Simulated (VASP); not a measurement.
**SnTe: single point with PBEsol**

SnTe:

```
Sn Te
1.0
     0.00000    6.37866    6.37866
     6.37866    0.00000    6.37866
     6.37866    6.37866    0.00000
Sn Te
8 8
Direct
  0.00229 0.00532 0.99594
  0.00186 0.99925 0.50430
  0.00518 0.49085 0.00002
  0.00215 0.50311 0.49525
  0.50370 0.99882 0.99534
  0.49995 0.99482 0.50331
  0.49845 0.50318 0.99585
  0.50145 0.49987 0.50126
  0.25036 0.24790 0.25162
  0.24818 0.25268 0.75344
  0.24746 0.75387 0.25180
  0.25051 0.74424 0.75135
  0.74727 0.24949 0.25004
  0.74794 0.25406 0.74901
  0.74996 0.75109 0.25087
  0.75236 0.75423 0.74095
```

| Item | Value |
| --- | --- |
| Program | VASP 6.6.1 |
| Task | single point |
| Functional | PBEsol |
| Potentials or basis | VASP PAW PBE potentials, release 64 (Sn_d, Te) |
| Cutoff | 520 eV |
| k mesh | 2 × 2 × 2 |
| Occupations | fermi-dirac, width 0.039 eV |
| Spin | no spin polarisation |
| Dipole correction | no |
| Further INCAR settings | LREAL = Auto; ALGO = Normal; EDIFF = 1e-06; NBANDS = 94 |

| Item | Value |
| --- | --- |
| Pressure | -2.2 GPa |
| Largest force | 0.208 eV/Å |
| Band gap on the k mesh | 0.03 eV |

Forces in eV/Å, atoms in the order of the input:
```
Sn   0.057  0.095 -0.095
Sn  -0.135 -0.132  0.025
Sn   0.040  0.039 -0.042
Sn  -0.027 -0.017  0.022
Sn   0.061  0.039  0.013
Sn  -0.164  0.022  0.096
Sn  -0.013  0.158 -0.007
Sn  -0.043 -0.026  0.093
Te  -0.094 -0.161  0.094
Te   0.018 -0.002  0.008
Te   0.068 -0.090 -0.021
Te   0.015 -0.035  0.013
Te  -0.087  0.063 -0.021
Te   0.136 -0.023 -0.050
Te   0.146  0.009 -0.003
Te   0.022  0.061 -0.125
```

Levels at points of the mesh, in eV from the valence-band top:
```csv
k point,band 76,band 77,band 78,band 79,band 80,band 81,band 82,band 83,band 84,band 85
"(0.00, 0.00, 0.00)",-1.67,-0.08,-0.07,-0.02,0.00,0.03,0.04,0.09,0.10,0.43
"(0.50, 0.00, 0.00)",-1.92,-1.88,-1.85,-0.98,-0.96,1.55,1.56,1.58,1.60,1.62
"(0.00, 0.50, 0.00)",-1.91,-1.89,-1.87,-0.97,-0.97,1.57,1.57,1.58,1.60,1.60
"(0.00, 0.00, 0.50)",-1.94,-1.87,-1.85,-1.00,-0.94,1.55,1.56,1.58,1.60,1.62
"(0.50, 0.50, 0.50)",-1.93,-1.87,-1.85,-0.98,-0.96,1.54,1.57,1.58,1.60,1.62
"(0.50, 0.50, 0.00)",-0.99,-0.96,-0.90,-0.79,-0.78,0.85,0.85,0.88,0.94,0.97
"(0.00, 0.50, 0.50)",-1.00,-0.96,-0.94,-0.79,-0.79,0.85,0.86,0.91,0.95,0.97
"(0.50, 0.00, 0.50)",-1.02,-0.94,-0.92,-0.79,-0.78,0.85,0.86,0.90,0.91,0.98
```

It took 8.5 min on 1 thread of AMD EPYC 9R45 96-Core Processor (Zen 5), on a shared host, peak memory 0.77 GiB.

Caveat: the k points lie up to 0.43 Å⁻¹ apart; the PAW data sets were made with another functional, which shifts forces and pressure a little; spin-orbit coupling is left out, which moves the levels of the heavy elements.
